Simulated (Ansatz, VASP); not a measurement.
## HfB2 in VASP and in Ansatz

```
Hf B
1.0
     3.14000    0.00000    0.00000
    -1.57000    2.71932    0.00000
     0.00000    0.00000    3.41040
Hf B
1 2
Direct
  0.00000 0.00000 0.00000
  0.33333 0.66667 0.50000
  0.66667 0.33333 0.50000
```

Change from the starting cell: zz strain of -2 %, crystal datasets.

Alike in both runs: task electric field gradients; functional PBEsol; k mesh 13 × 13 × 11; occupations fermi-dirac, width 0.05 eV; no spin polarisation.

|  | VASP | Ansatz |
| --- | --- | --- |
| version | VASP 6.6.1 | Ansatz 0.2.0 |
| potentials or method | VASP PAW PBE potentials, release 64 (Hf_pv, B), cutoff 520 eV | all-electron PAW with datasets made for the crystal, scalar-relativistic |

```csv
,VASP,Ansatz,Ansatz less VASP
pressure (GPa),0.4,0.5,+0.06
"traceless stress, the component that is largest in VASP (GPa)",3.80,3.60,-0.201
size of Vzz on the site where it differs most (V/Å²),73.9,104.6,+30.71
```

VASP's potentials were made for PBE, not for PBEsol. Ansatz ran all-electron here, and VASP with PAW potentials.

Spin-orbit coupling is off throughout.
